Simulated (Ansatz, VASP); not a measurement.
One calculation of K3OF, two programs

```
CELL_PARAMETERS angstrom
5.00562 0.00000 0.00000
0.00000 5.00562 0.00000
0.00000 0.00000 5.00562
ATOMIC_POSITIONS crystal
F 0.00000 0.00000 0.00000
O 0.50000 0.50000 0.50000
K 0.50000 0.50000 0.00000
K 0.50000 0.00000 0.50000
K 0.00000 0.50000 0.50000
```

Alike in both runs: task single point; functional r2SCAN; k mesh 4 × 4 × 4; no spin polarisation.

```csv
,VASP,Ansatz
version,VASP 6.6.1,Ansatz 0.2.0
potentials or method,"VASP PAW PBE potentials, release 64 (F, O, K_sv)","plane waves, PAW"
plane-wave cutoff (eV),520,500
occupations,"gaussian, width 0.01 eV",fixed
valence electrons in the cell,40,40
```

|  | VASP | Ansatz | Ansatz less VASP |
| --- | --- | --- | --- |
| gap on the k mesh at the Fermi level (eV) | 1.23 | 1.24 | +0.009 |
| pressure (GPa) | 0.8 | 0.8 | -0.09 |

VASP's potentials were made for PBE, not for r2SCAN.
